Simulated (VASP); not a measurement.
## WC: single point with PBE

Crystal: WC.

```
CELL_PARAMETERS angstrom
-2.98799 -5.17534 0.00000
4.48198 -2.58767 0.00000
0.00000 0.00000 5.84706
ATOMIC_POSITIONS crystal
W 0.73502 0.49938 0.01014
W 0.71975 0.49650 0.49399
W 0.46949 0.98180 0.00003
W 0.48644 0.99912 0.50324
W 0.22705 0.49211 0.01194
W 0.22613 0.51180 0.49823
W 0.00147 0.99141 0.98697
W 0.98894 0.01463 0.48842
C 0.47007 0.66621 0.25100
C 0.47201 0.63913 0.77526
C 0.22402 0.16251 0.26011
C 0.23157 0.16627 0.74313
C 0.96762 0.67291 0.24262
C 0.98806 0.67698 0.73635
C 0.73748 0.17958 0.23805
C 0.73747 0.16086 0.74995
```

| Property | Result |
| --- | --- |
| Program | VASP 6.6.1 |
| Task | single point |
| Functional | PBE |
| Potentials or basis | VASP PAW PBE potentials, release 64 (W_sv, C) |
| Cutoff | 520 eV |
| k mesh | 3 × 3 × 3 |
| Occupations | fermi-dirac, width 0.17 eV |
| Spin | no spin polarisation |

The pressure is -19.7 GPa. The largest force is 3.217 eV/Å.

Forces in eV/Å, atoms in the order of the input:
```
W    0.049  0.985 -2.307
W   -0.117 -1.132  1.414
W    0.489 -2.478 -0.008
W    0.423  0.273 -0.316
W    0.147 -0.036 -1.600
W   -1.251  0.484  0.705
W    2.286  2.053  0.954
W   -0.533  2.120  1.267
C   -0.337 -0.514  0.301
C    0.711 -1.278 -1.556
C   -0.192 -1.257 -1.038
C   -0.326 -0.349  0.184
C   -0.518 -0.893  0.668
C   -0.374  0.819  0.638
C   -0.771  1.070  0.850
C    0.313  0.134 -0.157
```

Stress tensor (GPa, compression positive):
```
-17.94  -0.57  -0.15
 -0.57 -16.27   1.07
 -0.15   1.07 -24.74
```

Levels at points of the mesh, in eV from the Fermi level:
| k point | band 69 | band 70 | band 71 | band 72 | band 73 | band 74 | band 75 | band 76 |
| --- | --- | --- | --- | --- | --- | --- | --- | --- |
| (0.00, 0.00, 0.00) | -0.56 | -0.46 | -0.34 | -0.06 | 0.10 | 0.85 | 0.95 | 1.74 |

Wall time 7.3 min on 1 thread of Intel(R) Xeon(R) Platinum 8259CL CPU @ 2.50GHz (Skylake/Cascade Lake), with other jobs on the host, peak memory 0.37 GiB.

Caveat: the k points lie up to 0.40 Å⁻¹ apart; spin-orbit coupling is left out, which moves the levels of the heavy elements; forces of over 1 eV/Å act on the atoms, so gaps and moduli don't describe the material at rest.
